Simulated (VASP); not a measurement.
Input of a VASP 6.6.1 run:

File INCAR:

```
  PREC = Accurate
  ENCUT = 520
  EDIFF = 1E-7
  ISMEAR = 0
  SIGMA = 0.05
  LREAL = False
  LASPH = True
  NELM = 80
  ALGO = Normal
  ISIF = 2
  LWAVE = False
  LCHARG = False
  GGA = PE
  NBANDS = 20
```

The input KPOINTS:

```
Automatic mesh
0
Gamma
  12 12 6
```

File POSCAR:

```
SnSe2
1.0
    3.8681637633      0.0000000000      0.0000000000
   -1.9340818816      3.3499280850      0.0000000000
    0.0000000000      0.0000000000      6.1370000000
Sn Se
1 2
Direct
    0.0000000000      0.0000000000      0.0000000000
    0.3333333333      0.6666666667      0.2500000000
    0.6666666667      0.3333333333      0.7500000000
```

Potentials or basis: VASP PAW PBE potentials, release 64 (Sn_d, Se).

The run is started by

```sh
$ cat potpaw_PBE.64/Sn_d/POTCAR potpaw_PBE.64/Se/POTCAR > POTCAR
$ mpirun -np 1 vasp_std > vasp.out
```

**Question.** Predict the pressure.

**Answer.** 3.0 GPa.

**Question.** Predict the largest force.

**Answer.** 0.528 eV/Å.

**Question.** Estimate the band gap on the k mesh.

**Answer.** 0.61 eV (least direct gap 0.81 eV).

Forces on the atoms (eV/Å):
```
Sn   0.000  0.000  0.000
Se   0.000  0.000  0.528
Se   0.000  0.000 -0.528
```

Caveat: the cell differs from its parent crystal (strain +0.015 along x and y, +0.000 along z); the cell stands under pressure; semilocal functionals underestimate gaps, and a narrow one can read as zero; spin-orbit coupling is left out, which moves the levels of the heavy elements; this functional lacks dispersion, which binds layers or chains, so the pressure and a relaxed spacing across them are unreliable. A k mesh can miss the band edges.
